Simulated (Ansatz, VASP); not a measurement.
**One calculation of Si, two programs**

```
Si
1.0
     0.00000    2.71692    2.71692
     2.71692    0.00000    2.71692
     2.71692    2.71692    0.00000
Si
2
Cartesian
  4.0754 4.0754 4.0754
  2.7169 2.7169 2.7169
```

Alike in both runs: functional PBEsol; k mesh 12 × 12 × 12; occupations gaussian, width 0.02 eV; no spin polarisation.

Ansatz relaxed the structure, and its values are those at the end. VASP's run is a single point on that final structure, the one shown.

|  | VASP | Ansatz |
| --- | --- | --- |
| version | VASP 6.6.1 | Ansatz 0.2.0 |
| potentials or method | VASP PAW PBE potentials, release 64 (Si), cutoff 520 eV | scalar-relativistic, plane waves, PAW |
| valence electrons in the cell | 8 | 8 |

|  | VASP | Ansatz | Ansatz less VASP |
| --- | --- | --- | --- |
| gap on the k mesh at the Fermi level (eV) | 0.46 | 0.46 | +0.005 |
| least direct gap on the mesh (eV) | 2.52 | 2.52 | +0.003 |
| pressure (GPa) | 0.1 | 0.0 | -0.11 |

VASP's potentials were made for PBE, not for PBEsol.
